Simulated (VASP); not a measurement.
RbBr:

```xyz
2
Lattice="0.0000 3.4608 3.4608 3.6363 0.0000 3.4608 3.6363 3.4608 0.0000" Properties=species:S:1:pos:R:3 pbc="T T T"
Rb    0.0000    0.0000    0.0000
Br    3.6363    3.4608    3.4608
```

This cell differs from its parent crystal: uniaxial x strain +5.1%.

Base run:

| Item | Value |
| --- | --- |
| Program | VASP 6.6.1 |
| Functional | HSE06 |
| Potentials or basis | VASP PAW PBE potentials, release 64 (Rb_sv, Br) |
| Cutoff | 520 eV |
| k mesh | 4 × 4 × 4 |
| Occupations | gaussian, width 0.01 eV |
| Spin | no spin polarisation |

Its results: band gap on the k mesh 5.30 eV, direct; pressure -0.2 GPa.

Problem. The run is repeated on the same cell with these changes: functional from HSE06 to r2SCAN; k mesh from 4 × 4 × 4 to 6 × 6 × 6. What comes out?

Solution. Band gap on the k mesh 4.75 eV, direct; pressure -0.5 GPa.

Several settings changed at once, so the effect can't be laid on one alone.

Caveats: the PAW data sets were made with another functional, which shifts forces and pressure a little.

